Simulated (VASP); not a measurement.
The system is Be3H2.

```
Be H
1.0
     1.30128    0.75130    6.03211
    -1.30128    0.75130    6.03211
     0.00000   -1.50259    6.03211
Be H
3 2
Direct
  0.00000 0.00000 0.00000
  0.20950 0.20950 0.20950
  0.79050 0.79050 0.79050
  0.40000 0.40000 0.40000
  0.60000 0.60000 0.60000
```

```yaml
Program: VASP 6.6.1
Task: relaxation of cell and atoms
Functional: PBE
Potentials_or_basis: VASP PAW PBE potentials, release 64 (Be, H)
Cutoff: 600 eV
k_mesh: 6 × 6 × 6
Occupations: gaussian, width 0.1 eV
Spin: no spin polarisation
```

At the start: pressure -9.0 GPa; volume 7.08 Å³/atom.

Where does the relaxation end?

Over 10 steps the energy falls by 73.9 meV/atom and the volume is 6.32 Å³/atom (-10.7 %); space group R-3m (No. 166, to 0.1 Å) before and after.

Step by step:
| step | energy change (eV) | largest force (eV/Å) | pressure (GPa) | volume (Å³) |
| --- | --- | --- | --- | --- |
| 1 | 0.0000 | 0.7397 | -8.97 | 35.38 |
| 2 | -0.1675 | 0.5446 | -5.26 | 33.39 |
| 3 | -0.2513 | 0.4957 | 1.09 | 31.06 |
| 4 | -0.2515 | 0.4909 | 1.61 | 30.90 |
| 5 | -0.2871 | 0.4438 | 1.27 | 30.93 |
| 6 | -0.3526 | 0.2043 | 1.15 | 31.02 |
| 7 | -0.3569 | 0.2421 | 1.32 | 31.05 |
| 8 | -0.3665 | 0.0271 | -0.20 | 31.59 |
| 9 | -0.3666 | 0.0039 | -0.36 | 31.65 |
| 10 | -0.3693 | 0.0118 | -0.19 | 31.60 |

Final structure:
```yaml
crystal:
  lattice:
    - [1.24655, 0.71969, 5.87069]
    - [-1.24655, 0.71969, 5.87069]
    - [0.00000, -1.43939, 5.87069]
  atoms:
    - { symbol: Be, position: [0.00000, 0.00000, 0.00000] }
    - { symbol: Be, position: [0.21262, 0.21262, 0.21262] }
    - { symbol: Be, position: [0.78738, 0.78738, 0.78738] }
    - { symbol: H, position: [0.38545, 0.38545, 0.38545] }
    - { symbol: H, position: [0.61455, 0.61455, 0.61455] }
```

Caveat: the k points lie up to 0.49 Å⁻¹ apart in the final cell, too coarse for converged energies and pressures of a metal.
